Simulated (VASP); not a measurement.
A run of VASP 6.6.1:

File INCAR:

```
ALGO     = Normal         # electronic algorithm
EDIFF    = 1E-6           # SCF threshold, eV
ENCUT    = 520            # plane-wave cutoff, eV
GGA      = PS             # functional
ISIF     = 2              # what is computed and relaxed
ISMEAR   = -1             # smearing method
LASPH    = True           # aspherical terms in the spheres
LCHARG   = False          # write CHGCAR
LREAL    = False          # projectors in reciprocal space
LWAVE    = False          # write WAVECAR
NBANDS   = 15             # bands
NELM     = 80             # most SCF steps
PREC     = Accurate       # precision mode
SIGMA    = 0.02           # smearing width, eV
```

KPOINTS

```
k-points
0
Gamma
  6 6 6
```

The input POSCAR:

```
CaSe
1.0
    0.0000000000      2.9344372426      2.9344372426
    2.9344372426      0.0000000000      2.9344372426
    2.9344372426      2.9344372426      0.0000000000
Ca Se
1 1
Direct
    0.0000000000      0.0000000000      0.0000000000
    0.5000000000      0.5000000000      0.5000000000
```

Potentials or basis: VASP PAW PBE potentials, release 64 (Ca_sv, Se).

Command:

```sh
$ cat potpaw_PBE.64/Ca_sv/POTCAR potpaw_PBE.64/Se/POTCAR > POTCAR
$ mpirun -np 1 vasp_std > vasp.out
```

Hardware: 1 thread of AMD EPYC 7R13, with other jobs on the host.

Question: How long does it take, and how much memory?

Answer: Wall time 23 s on 1 thread of AMD EPYC 7R13 (shared host), peak memory 0.14 GiB. Counts: scf iterations 12, k points 16.
